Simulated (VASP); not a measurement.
Here is a VASP 6.6.1 calculation.

Contents of INCAR:

```
SYSTEM = Ca
PREC = Accurate
ENCUT = 520
EDIFF = 1E-6
ISMEAR = -1
SIGMA = 0.1
LREAL = .False.
LASPH = .True.
NELM = 60
ALGO = Normal
ISIF = 2
LWAVE = .False.
LCHARG = .True.
GGA = B5
ALDAX = 1.0
AGGAX = 1.0
AGGAC = 1.0
ALDAC = 0.0
LELF = .True.
LVHAR = .True.
NBANDS = 28
```

Contents of KPOINTS:

```
regular mesh
0
Gamma
  11 11 3
  0 0 0
```

The input POSCAR:

```
Ca
1.0
    3.8663352675      0.0000000000      0.0000000000
   -1.9331676337      3.3483445612      0.0000000000
    0.0000000000      0.0000000000     12.6701650349
Ca
4
Direct
    0.0000000000      1.0000000000      0.0000000000
    0.0000000000      1.0000000000      0.5000000000
    0.3333333333      0.6666666667      0.2500000000
    0.6666666667      0.3333333333      0.7500000000
```

Potentials or basis: VASP PAW PBE potentials, release 64 (Ca_sv).

Launch:

```console
$ cat potpaw_PBE.64/Ca_sv/POTCAR > POTCAR
$ mpirun -np 1 vasp_std > vasp.out
```

(1) Predict the band gap on the k mesh.

(2) Estimate the pressure.

## Answers

(1) zero (bands 20 and 21 overlap by 0.23 eV).

(2) 0.7 GPa.

Caveat: the PAW data sets were made with another functional, which shifts forces and pressure a little.
